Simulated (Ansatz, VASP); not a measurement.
# Two plane-wave programs on Li

```
Li
1.0
    -1.71500    1.75000    1.75000
     1.75000   -1.71500    1.75000
     1.75000    1.75000   -1.71500
Li
1
Direct
  0.00000 0.00000 0.00000
```

Change from the starting cell: equal xy, yz and zx shear strains of +2 %, PAW files.

Alike in both runs: task electric field gradients; functional PBEsol; k mesh 15 × 15 × 15; occupations fermi-dirac, width 0.08 eV; no spin polarisation.

```csv
,VASP,Ansatz
version,VASP 6.6.1,Ansatz 0.2.0
potentials or method,"VASP PAW PBE potentials, release 64 (Li_sv)","PAW with Ansatz's default frozen-core files, scalar-relativistic"
plane-wave cutoff (eV),520,420
valence electrons in the cell,3,3
```

```tsv
	VASP	Ansatz	Ansatz less VASP
size of Vzz on the site where it differs most (V/Å²)	0.1	0.1	0.00
```

VASP's potentials were made for PBE, not for PBEsol.

Noted on VASP's run: the cutoff is short for stress, so the pressure is rough.
